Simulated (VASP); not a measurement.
# AlAs (F-43m) in VASP: single point with PBEsol

Aim: the single point of AlAs with PBEsol.

Program: VASP 6.6.1. These are calculated values, not measurements. Logs are shortened: lines on timing, memory, paths and dates and some standing lists are left out, and cuts for length are marked.

### Step 1. The cell of the first run

The structure is cubic, space group F-43m (No. 216). Conventional cell: a = 5.686 Å, b = 5.686 Å, c = 5.686 Å, α = 90.00°, β = 90.00°, γ = 90.00°. Al (site symmetry -43m) has 4 As at 2.46 Å within 3.3 Å. Within 3.3 Å of As (site symmetry -43m) lie 4 Al at 2.46 Å.

### Step 2. Single point, PBEsol

Contents of INCAR:

```
PREC = Accurate ; ENCUT = 500
EDIFF = 1E-6 ; ISMEAR = -1
SIGMA = 0.1 ; LREAL = F
LASPH = T ; NELM = 120
ALGO = Normal ; ISIF = 2
LWAVE = F ; LCHARG = F
GGA = PS ; NBANDS = 11
GGA_COMPAT = F
```

Contents of KPOINTS:

```
Automatic mesh
0
Gamma
  8 8 8
```

Contents of POSCAR:

```
AlAs
1.0
    0.0000000000      2.8428732500      2.8428732500
    2.8428732500      0.0000000000      2.8428732500
    2.8428732500      2.8428732500      0.0000000000
Al As
1 1
Direct
    0.0000000000      0.0000000000      0.0000000000
    0.2500000000      0.2500000000      0.2500000000
```

Potentials or basis: VASP PAW PBE potentials, release 64 (Al, As).

Run with:

```console
cat potpaw_PBE.64/Al/POTCAR potpaw_PBE.64/As/POTCAR > POTCAR
mpirun -np 1 vasp_std > vasp.out
```

OUTCAR:

```text
PREC = Accurate
   ENCUT = 500
   EDIFF = 1E-6
   ISMEAR = -1
   LREAL = F
   LASPH = T
   NELM = 120
   ISIF = 2
   GGA = PS

 ion  position               nearest neighbor table
   1  0.000  0.000  0.000-   2 2.46   2 2.46   2 2.46   2 2.46
   2  0.250  0.250  0.250-   1 2.46   1 2.46   1 2.46   1 2.46

  LATTYP: Found a face centered cubic cell.
 ALAT       =     5.6857465000

  Lattice vectors:

 A1 = (   0.0000000000,   2.8428732500,   2.8428732500)
 A2 = (   2.8428732500,   0.0000000000,   2.8428732500)
 A3 = (   2.8428732500,   2.8428732500,   0.0000000000)

Analysis of symmetry for initial positions (statically):
=====================================================================
 Subroutine PRICEL returns:
 Original cell was already a primitive cell.

 Routine SETGRP: Setting up the symmetry group for a
 face centered cubic supercell.

 Subroutine GETGRP returns: Found 24 space group operations
 (whereof 24 operations were pure point group operations)
 out of a pool of 48 trial point group operations.

The static configuration has the point symmetry T_d .

Analysis of symmetry for dynamics (positions and initial velocities):
=====================================================================
 Subroutine PRICEL returns:
 Original cell was already a primitive cell.

 Routine SETGRP: Setting up the symmetry group for a
 face centered cubic supercell.

 Subroutine GETGRP returns: Found 24 space group operations
 (whereof 24 operations were pure point group operations)
 out of a pool of 48 trial point group operations.

The dynamic configuration has the point symmetry T_d .

 Subroutine INISYM returns: Found 24 space group operations
 (whereof 24 operations are pure point group operations),
 and found     1 'primitive' translations

----------------------------------------------------------------------------------------

                                     Primitive cell

  volume of cell :      45.9518

  direct lattice vectors                    reciprocal lattice vectors
     0.000000000  2.842873250  2.842873250    -0.175878400  0.175878400  0.175878400
     2.842873250  0.000000000  2.842873250     0.175878400 -0.175878400  0.175878400
     2.842873250  2.842873250  0.000000000     0.175878400  0.175878400 -0.175878400

  length of vectors
     4.020429906  4.020429906  4.020429906     0.304630326  0.304630326  0.304630326

  position of ions in fractional coordinates (direct lattice)
     0.000000000  0.000000000  0.000000000
     0.250000000  0.250000000  0.250000000

  ion indices of the primitive-cell ions
   primitive index   ion index
                 1           1
                 2           2

----------------------------------------------------------------------------------------

 KPOINTS: Automatic mesh

Automatic generation of k-mesh.
 Grid dimensions read from file:
 generate k-points for:    8    8    8

 Generating k-lattice:

  Cartesian coordinates                     Fractional coordinates (reciprocal lattice)
    -0.021984800  0.021984800  0.021984800     0.125000000  0.000000000  0.000000000
     0.021984800 -0.021984800  0.021984800     0.000000000  0.125000000  0.000000000
     0.021984800  0.021984800 -0.021984800     0.000000000  0.000000000  0.125000000

  Length of vectors
     0.038078791  0.038078791  0.038078791

  Shift w.r.t. Gamma in fractional coordinates (k-lattice)
     0.000000000  0.000000000  0.000000000

 Subroutine IBZKPT returns following result:
 ===========================================

 Found     29 irreducible k-points:

 Following reciprocal coordinates:
            Coordinates               Weight
  0.000000  0.000000  0.000000      1.000000
  0.125000  0.000000  0.000000      8.000000
  0.250000  0.000000  0.000000      8.000000
  0.375000  0.000000  0.000000      8.000000
  0.500000  0.000000  0.000000      4.000000
  0.125000  0.125000  0.000000      6.000000
[... 16 lines left out ...]
  0.500000  0.250000  0.125000     48.000000
 -0.375000  0.250000  0.125000     24.000000
 [... further k-points ...]
   k-points           NKPTS =     29   k-points in BZ     NKDIM =     29   number of bands    NBANDS=     11
   number of dos      NEDOS =    301   number of ions     NIONS =      2
   total plane-waves  NPLWV =  27000
   dimension x,y,z NGX =    30 NGY =   30 NGZ =   30
   dimension x,y,z NGXF=    60 NGYF=   60 NGZF=   60
   ions per type =               1   1
   NGX,Y,Z   is equivalent  to a cutoff of  12.41, 12.41, 12.41 a.u.
   NGXF,Y,Z  is equivalent  to a cutoff of  24.81, 24.81, 24.81 a.u.
 SYSTEM =  unknown system
   PREC   = accura    normal or accurate (medium, high low for compatibility)
   ISTART =      0    job   : 0-new  1-cont  2-samecut
   ICHARG =      2    charge: 1-file 2-atom 10-const
   ISPIN  =      1    spin polarized calculation?
   LNONCOLLINEAR =      F non collinear calculations
   LSORBIT =      F    spin-orbit coupling
   LASPH  =      T    aspherical Exc in radial PAW
   ENCUT  =  500.0 eV  36.75 Ry    6.06 a.u.   7.33  7.33  7.33*2*pi/ulx,y,z
   NELM   =    120;   NELMIN=  2; NELMDL= -5     # of ELM steps
   EDIFF  = 0.1E-05   stopping-criterion for ELM
   LREAL  =      F    real-space projection
   EDIFFG = 0.1E-04   stopping-criterion for IOM
   NSW    =      0    number of steps for IOM
   IBRION =     -1    ionic relax: 0-MD 1-quasi-New 2-CG
   NFREE  =      0    steps in history (QN), initial steepest desc. (CG)
   ISIF   =      2    stress and relaxation
   ISYM   =      2    0-nonsym 1-usesym 2-fastsym
   POTIM  = 0.5000    time-step for ionic-motion
   TEBEG  =    0.0;   TEEND  =   0.0 temperature during run
   PSTRESS=    0.0 pullay stress
   NELECT =       8.0000    total number of electrons
   NUPDOWN=      -1.0000    fix difference up-down
   EMIN   =  10.00;   EMAX   =-10.00  energy-range for DOS
   EFERMI =   0.00;   METHOD = LEGACY
   ISMEAR =    -1;   SIGMA  =   0.10  broadening in eV -4-tet -1-fermi 0-gaus
   EFERMI_NEDOS =   21; number of points for ismear=-14 and -15
   IALGO  =     38    algorithm
   IMIX   =      4    mixing-type and parameters
     AMIX     =   0.40;   BMIX     =  1.00
     AMIX_MAG =   1.60;   BMIX_MAG =  1.00
  volume/ion in A,a.u.               =      22.98       155.05
  Fermi-wavevector in a.u.,A,eV,Ry     =   0.914122  1.727439 11.369279  0.835618
  Thomas-Fermi vector in A             =   2.038712
   LORBIT       =      0    0 simple, 1 ext, 2 COOP (PROOUT), +10 PAW based schemes
   GGA     = PS    functional components
   LHFCALC =     F    Hartree Fock is set to
   AEXX    =    0.0000 exact exchange contribution
   IVDW    =     0    specifies the selected vdW correction
   LEPSILON=     F    determine dielectric tensor
   LRPA    =     F    only Hartree local field effects (RPA)
 non-spin polarized calculation
  energy-cutoff  :      500.00
  volume of cell :       45.95
 maximum number of plane-waves:      1211
 NGX is ok and might be reduce to    30
   NGX = 15   NGY = 15   NGZ = 15

 number of electron       7.9999999 magnetization

 Free energy of the ion-electron system (eV)
  ---------------------------------------------------
  ext. energy  EPLUGINS =         0.00000000
  ---------------------------------------------------
  free energy    TOTEN  =       -10.06480306 eV

  energy without entropy =      -10.06475674  energy(sigma->0) =      -10.06477990

 E-fermi :   4.4092     XC(G=0):  -9.1449

 val. band max:        3.6908018959   @ k =   0.0000   0.0000   0.0000
 cond. band min:       5.0323678623   @ k =   0.5000   0.5000   0.0000
 fundamental gap:      1.3415659663
 Fermi energy:         4.4091819133

 k-point     1 :       0.0000    0.0000    0.0000
  band No.  band energies     occupation
      1      -8.1226      2.00000
      2       3.6908      1.99848
      3       3.6908      1.99848
      4       3.6908      1.99848
      5       5.5679      0.00002
      6       7.9314      0.00000
      7       7.9314      0.00000
      8       7.9314      0.00000
      9      12.3295      0.00000
     10      12.6550      0.00000
     11      12.6550      0.00000

 k-point     2 :       0.1250    0.0000    0.0000
  band No.  band energies     occupation
      1      -7.9718      2.00000
      2       2.2479      2.00000
      3       3.5312      1.99969
      4       3.5312      1.99969
      5       6.3496      0.00000
      6       8.2104      0.00000
      7       8.2104      0.00000
      8       8.3008      0.00000
      9      12.0336      0.00000
     10      12.0336      0.00000
     11      13.0598      0.00000

 k-point     3 :       0.2500    0.0000    0.0000
  band No.  band energies     occupation
      1      -7.5535      2.00000
      2       0.3045      2.00000
      3       3.2165      1.99999
      4       3.2165      1.99999
      5       6.1939      0.00000
      6       8.5462      0.00000
      7       8.5462      0.00000
      8       9.9931      0.00000
      9      11.9216      0.00000
     10      11.9216      0.00000
     11      12.8802      0.00000

 k-point     4 :       0.3750    0.0000    0.0000
  band No.  band energies     occupation
      1      -7.0135      2.00000
      2      -1.2266      2.00000
      3       2.9654      2.00000
      4       2.9654      2.00000
      5       5.8523      0.00000
      6       8.4292      0.00000
      7       8.4292      0.00000
      8      11.2158      0.00000
      9      13.2073      0.00000
     10      13.2073      0.00000
     11      13.2225      0.00000
[... 239 lines left out ...]
 k-point    22 :       0.3750    0.2500    0.1250
  band No.  band energies     occupation
      1      -7.2040      2.00000
      2      -0.0706      2.00000
      3       1.7448      2.00000
      4       2.7207      2.00000
      5       7.2070      0.00000
      6       7.8594      0.00000
      7       8.9030      0.00000
      8      10.1363      0.00000
      9      11.7562      0.00000
     10      14.0044      0.00000
     11      15.5412      0.00000

 k-point    23 :       0.5000    0.2500    0.1250
  band No.  band energies     occupation
      1      -6.7186      2.00000
      2      -1.0700      2.00000
      3       1.1589      2.00000
      4       2.3405      2.00000
      5       7.2828      0.00000
      6       8.0569      0.00000
      7       9.3785      0.00000
      8      10.4674      0.00000
      9      12.9045      0.00000
     10      14.1076      0.00000
     11      15.6860      0.00000

 k-point    24 :      -0.3750    0.2500    0.1250
  band No.  band energies     occupation
      1      -6.4684      2.00000
      2      -1.5427      2.00000
      3       1.0072      2.00000
      4       2.1583      2.00000
      5       7.2713      0.00000
      6       7.8408      0.00000
      7      10.2817      0.00000
      8      11.2123      0.00000
      9      11.9337      0.00000
     10      14.5542      0.00000
     11      15.8061      0.00000

 [... further k-points ...]

------------------------ aborting loop because EDIFF is reached ----------------------------------------

  FORCE on cell =-STRESS in cart. coord.  units (eV):
  Direction    XX          YY          ZZ          XY          YZ          ZX
  --------------------------------------------------------------------------------------
  -------------------------------------------------------------------------------------
  Total       -0.0440922     -0.0440922     -0.0440922      0.0000000      0.0000000      0.0000000
  in kB       -1.5373410     -1.5373410     -1.5373410      0.0000000      0.0000000      0.0000000
  external PRESSURE =      -1.5373410 kB  Pullay stress =       0.0000000 kB

 VOLUME and BASIS-vectors are now :
 -----------------------------------------------------------------------------
  energy-cutoff  :      500.00
  volume of cell :       45.95
      direct lattice vectors                 reciprocal lattice vectors
     0.000000000  2.842873250  2.842873250    -0.175878400  0.175878400  0.175878400
     2.842873250  0.000000000  2.842873250     0.175878400 -0.175878400  0.175878400
     2.842873250  2.842873250  0.000000000     0.175878400  0.175878400 -0.175878400

 POSITION                                       TOTAL-FORCE (eV/Angst)
 -----------------------------------------------------------------------------------
      0.00000      0.00000      0.00000         0.000000      0.000000      0.000000
      1.42144      1.42144      1.42144        -0.000000     -0.000000     -0.000000
 -----------------------------------------------------------------------------------
    total drift:                                0.000000      0.000000     -0.000000

  FREE ENERGIE OF THE ION-ELECTRON SYSTEM (eV)
  ---------------------------------------------------
  free  energy   TOTEN  =       -10.0648030649 eV

  energy  without entropy=      -10.0647567350  energy(sigma->0) =      -10.06477990
```

Run time: 15 s. Hardware: 1 thread of Intel Xeon 8259CL, shared host; peak memory 0.17 GiB.

What came out:

| Property | Result |
| --- | --- |
| Free energy | -10.0648 eV |
| Pressure | -0.2 GPa |
| Band gap on the k mesh | 1.34 eV, indirect (least direct gap 1.88 eV) |

Caveat: the PAW data sets were made with another functional, which shifts forces and pressure a little. A k mesh can miss the band edges.
